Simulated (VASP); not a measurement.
Set up this calculation in VASP 6.6.1, as the native input.

* Task: single point
* Functional: LDA
* Potentials or basis: VASP PAW LDA potentials, release 64 (Tc_pv)
* Cutoff: 520 eV
* k mesh: 11 × 11 × 6
* Occupations: fermi-dirac, width 0.05 eV
* Spin: no spin polarisation
* Dipole correction: no
* Further INCAR settings: ALGO = Fast; EDIFF = 1e-06; NBANDS = 20

The structure of Tc lies in POSCAR:

```
Tc
1.0
    2.7400000000      0.0000000000      0.0000000000
   -1.3700000000      2.3729096064      0.0000000000
    0.0000000000      0.0000000000      4.3980000000
Tc
2
Direct
    0.6666666667      0.3333333333      0.7500000000
    0.3333333333      0.6666666667      0.2500000000
```

The input as run:

INCAR

```
ALGO = Fast ; EDIFF = 1E-6
ENCUT = 520 ; ISIF = 2
ISMEAR = -1 ; LASPH = True
LCHARG = False ; LREAL = False
LWAVE = False ; NBANDS = 20
NELM = 80 ; PREC = Accurate
SIGMA = 0.05
```

KPOINTS

```
k-points
0
Gamma
  11 11 6
```

Potentials or basis: VASP PAW LDA potentials, release 64 (Tc_pv).

Command:

```console
$ cat potpaw_LDA.64/Tc_pv/POTCAR > POTCAR
$ mpirun -np 1 vasp_std > vasp.out
```

Results of the run:

| Item | Value |
| --- | --- |
| Pressure | -11.8 GPa |
| Band gap on the k mesh | zero (band 13 reaches 13.95 eV, above the bottom of band 14 at 10.82 eV) |

Wall time 23 s on 1 thread of Intel(R) Xeon(R) Platinum 8488C (Sapphire Rapids), with other jobs on the host, peak memory 0.15 GiB.
